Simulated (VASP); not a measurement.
A run of VASP 6.6.1 is set up as follows.

Contents of POSCAR:

```
Rh
1.0
    2.6294055210      0.0000000000      0.0000000000
   -1.3147027605      2.2771319781      0.0000000000
    0.0000000000      0.0000000000      4.2374541811
Rh
2
Direct
    0.3333333333      0.6666666667      0.2500000000
    0.6666666667      0.3333333333      0.7500000000
```

INCAR.step1

```
SYSTEM = Rh
PREC = Accurate
ENCUT = 520
ISMEAR = -1
SIGMA = 0.1
LREAL = .False.
LASPH = .True.
NELM = 100
NBANDS = 22
GGA = PE
ALGO = Normal
EDIFF = 1E-4
LWAVE = .True.
LCHARG = .False.
```

INCAR.step2

```
SYSTEM = Rh
PREC = Accurate
ENCUT = 520
EDIFF = 1E-6
ISMEAR = -1
SIGMA = 0.1
LREAL = .False.
LASPH = .True.
NELM = 100
ALGO = Normal
ISIF = 2
LWAVE = .False.
LCHARG = .False.
METAGGA = R2SCAN
LMIXTAU = .True.
NBANDS = 22
ISTART = 1
```

The input KPOINTS:

```
Automatic mesh
0
Gamma
  15 15 8
  0 0 0
```

Potentials or basis: VASP PAW PBE potentials, release 64 (Rh_pv).

Run with:

```console
$ cat potpaw_PBE.64/Rh_pv/POTCAR > POTCAR
$ cp INCAR.step1 INCAR
$ mpirun -np 1 vasp_std > vasp.out
$ cp INCAR.step2 INCAR
$ mpirun -np 1 vasp_std > vasp.out
```

Question: Estimate the band gap on the k mesh.

Answer: Zero (bands 15 and 16 overlap by 2.76 eV).

Question: Predict the pressure.

Answer: 30.4 GPa.

Stress tensor (GPa, compression positive):
```
30.20  0.00  0.00
 0.00 30.20  0.00
 0.00  0.00 30.69
```

Caveat: the cell stands under pressure; the PAW data sets were made with another functional, which shifts forces and pressure a little.
